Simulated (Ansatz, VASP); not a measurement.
# Two plane-wave programs on MgO

Contents of INCAR:

```
SYSTEM = MgO
ALGO = Normal
EDIFF = 1E-6
ENCUT = 520
GGA = PS
ISIF = 2
ISMEAR = 0
LASPH = .TRUE.
LCHARG = .TRUE.
LELF = .TRUE.
LREAL = .FALSE.
LVHAR = .TRUE.
LWAVE = .FALSE.
NBANDS = 16
NELM = 100
PREC = Accurate
SIGMA = 0.05
```

KPOINTS

```
k-points
0
G
  9 9 6
  0 0 0
```

File POSCAR:

```
MgO
1.0
    3.2457000000      0.0000000000      0.0000000000
   -1.6228500000      2.8108586531      0.0000000000
    0.0000000000      0.0000000000      5.2202000000
Mg O
2 2
Direct
    0.3333333333      0.6666666667      0.0036583380
    0.6666666667      0.3333333333      0.5036583380
    0.3333333333      0.6666666667      0.4009416620
    0.6666666667      0.3333333333      0.9009416620
```

Input for Ansatz:

```yaml
crystal:
  lattice:
    - [3.2457, 0.0, 0.0]
    - [-1.62285, 2.8108586531, 0.0]
    - [0.0, 0.0, 5.2202]
  atoms:
    - { symbol: Mg, position: [0.3333333333, 0.6666666667, 0.003658338] }
    - { symbol: Mg, position: [0.6666666667, 0.3333333333, 0.503658338] }
    - { symbol: O, position: [0.3333333333, 0.6666666667, 0.400941662] }
    - { symbol: O, position: [0.6666666667, 0.3333333333, 0.900941662] }
basis:
  ecutwfc: 520.0
kpoints:
  mp_grid: { grid: [9, 9, 6] }
hamiltonian:
  xc: pbesol
  pseudopotentials: { kind: paw, azcp: { folder: soft_1 } }
scf:
  occupations: { method: gaussian, width: 0.05 }
output:
  forces: true
  stress: true
  eigenvalues: true
```

Alike in both runs: task single point; functional PBEsol; k mesh 9 × 9 × 6; occupations gaussian, width 0.05 eV; no spin polarisation.

```csv
,VASP,Ansatz
version,VASP 6.6.1,Ansatz 0.2.0
potentials or method,"VASP PAW PBE potentials, release 64 (Mg, O), cutoff 520 eV","scalar-relativistic, plane waves, PAW"
valence electrons in the cell,16,32
```

Ansatz gave:

```
gap on the k mesh at the Fermi level (eV)                     : 3.43
least direct gap on the mesh (eV)                             : 3.43
pressure (GPa)                                                : 0.7
traceless stress, the component that is largest in VASP (GPa) : -6.84
rms of the force components (eV/Å)                            : 0.272
```

Task: Estimate VASP's values.

Result: gap on the k mesh at the Fermi level (eV): 3.43; least direct gap on the mesh (eV): 3.43; pressure (GPa): 0.4; traceless stress, the component that is largest in VASP (GPa): -6.92; rms of the force components (eV/Å): 0.277.

VASP's potentials were made for PBE, not for PBEsol, and Ansatz warns of the same on its side. Atom by atom the forces differ by 0.005 eV/Å (rms over components). The functional is the same, so the differences come from potentials, cutoffs and numerics. VASP's potentials hold 16 valence electrons a cell and Ansatz's 32, so a difference there can come from the potentials and not from the codes.
